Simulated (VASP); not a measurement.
**LiCl: single point with PBE**

Crystal: LiCl.

```xyz
2
Lattice="3.2711 0.0193 0.0000 0.0193 3.2711 0.0000 0.0000 0.0000 3.2711" Properties=species:S:1:pos:R:3 pbc="T T T"
Li    0.0000    0.0000    0.0000
Cl    1.6452    1.6452    1.6356
```

This cell differs from its parent crystal: shear xy strain +1.2%.

```
Program             : VASP 6.6.1
Task                : single point
Functional          : PBE
Potentials or basis : VASP PAW PBE potentials, release 64 (Li_sv, Cl)
Cutoff              : 520 eV
k mesh              : 8 × 8 × 8
Occupations         : fermi-dirac, width 0.02 eV
Spin                : no spin polarisation
```

```json
{"Band gap on the k mesh": "4.43 eV (least direct gap 5.22 eV)"}
```

Levels at points of the mesh, in eV from the valence-band top:
| k point | band 3 | band 4 | band 5 | band 6 | band 7 | band 8 |
| --- | --- | --- | --- | --- | --- | --- |
| (0.00, 0.00, 0.00) | -0.84 | -0.82 | -0.79 | 4.43 | 8.69 | 8.69 |
| (0.50, 0.00, 0.00) | -3.95 | -0.35 | -0.34 | 5.85 | 9.51 | 10.20 |
| (0.50, 0.50, 0.00) | -3.35 | -3.32 | 0.00 | 5.22 | 9.76 | 9.88 |
| (0.00, 0.00, 0.50) | -3.95 | -0.37 | -0.32 | 5.86 | 9.51 | 10.16 |
| (0.50, 0.00, 0.50) | -3.33 | -3.33 | 0.00 | 5.22 | 9.82 | 9.83 |
| (0.50, 0.50, 0.50) | -2.49 | -2.47 | -2.46 | 5.15 | 5.19 | 5.23 |

Run time: 36 s on 1 thread of Intel Xeon 8259CL, with other jobs on the host, peak memory 0.16 GiB.

Caveat: the cell differs from its parent crystal (shear xy strain +1.2%). A k mesh can miss the band edges.
